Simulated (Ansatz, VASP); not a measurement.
# TiTe2: VASP beside Ansatz

```xyz
3
Lattice="4.1646 0.0000 0.0000 0.0000 3.4987 0.0000 0.0000 0.0000 6.3016" Properties=species:S:1:pos:R:3 pbc="T T T"
Ti    2.0823    1.7494    0.0000
Te    0.0000    0.0000    3.1508
Te    0.0000    0.0000    0.0000
```

Alike in both runs: functional PBE; k mesh 6 × 4 × 4; occupations gaussian, width 0.1 eV; no spin polarisation.

Ansatz relaxed the structure, and its values are those at the end. VASP's run is a single point on that final structure, the one shown.

|  | VASP | Ansatz |
| --- | --- | --- |
| version | VASP 6.6.1 | Ansatz 0.2.0 |
| potentials or method | VASP PAW PBE potentials, release 64 (Ti_sv, Te), cutoff 520 eV | scalar-relativistic, plane waves, PAW |
| valence electrons in the cell | 24 | 44 |

```tsv
	VASP	Ansatz	Ansatz less VASP
gap on the k mesh at the Fermi level (eV)	none	none	-
pressure (GPa)	0.0	0.0	-0.01
```

A gap of «none» marks a metal or a gap that the smearing closes. VASP's potentials hold 24 valence electrons a cell and Ansatz's 44, so a difference there can come from the potentials and not from the codes.

The k mesh is coarse, so the values compare programs but aren't converged. Neither program's run includes spin-orbit coupling.
